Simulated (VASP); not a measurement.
Si2Ni: single point with PBEsol+U

Crystal: Si2Ni.

```
CELL_PARAMETERS angstrom
0.00000 2.70300 2.70300
2.70300 0.00000 2.70300
2.70300 2.70300 0.00000
ATOMIC_POSITIONS crystal
Ni 0.00000 0.00000 0.00000
Si 0.75000 0.75000 0.75000
Si 0.25000 0.25000 0.25000
```

```
Program                : VASP 6.6.1
Task                   : single point
Functional             : PBEsol
Potentials or basis    : VASP PAW PBE potentials, release 64 (Ni, Si)
Cutoff                 : 310 eV
k mesh                 : 12 × 12 × 12
Occupations            : tetrahedron, width 0.1 eV
Spin                   : collinear spin, ferromagnetic start
Starting moments       : [1.0, 0.0, 0.0] μB
Hubbard terms          : Ni d U = 5 eV
Tolerance level        : standard
Purpose                : density of states
K density              : 10 × 10 × 10
Further INCAR settings : ALGO = Normal; EDIFF = 1e-06; NBANDS = 33
```

```yaml
Net_moment: 0.00 μB per cell
Valence_electrons_inside_the_program's_atomic_spheres: Ni 10.00; Si 1.58
Density_of_states_at_the_Fermi_level: 0.29 states/eV/atom
```

Levels at points of the mesh, in eV from the Fermi level:
Spin up:
```tsv
k point	band 7	band 8	band 9	band 10	band 11	band 12
(0.00, 0.00, 0.00)	-0.12	1.65	1.65	1.65	2.62	2.62
(0.50, 0.00, 0.00)	-3.92	-1.17	-1.17	1.73	1.73	1.90
(0.50, 0.50, 0.00)	-4.05	-3.83	-3.79	-0.61	1.39	7.98
```
Spin down:
```tsv
k point	band 7	band 8	band 9	band 10	band 11	band 12
(0.00, 0.00, 0.00)	-0.12	1.65	1.65	1.65	2.62	2.62
(0.50, 0.00, 0.00)	-3.92	-1.17	-1.17	1.73	1.73	1.90
(0.50, 0.50, 0.00)	-4.05	-3.82	-3.79	-0.61	1.39	7.98
```

Wall time 32 s on 2 MPI ranks on AMD EPYC 9R45 96-Core Processor (Zen 5) (shared host), peak memory 0.15 GiB a rank.

Caveat: the U is typed as a test and isn't derived for this compound. The state reached can hang on the start; a lower one may exist.
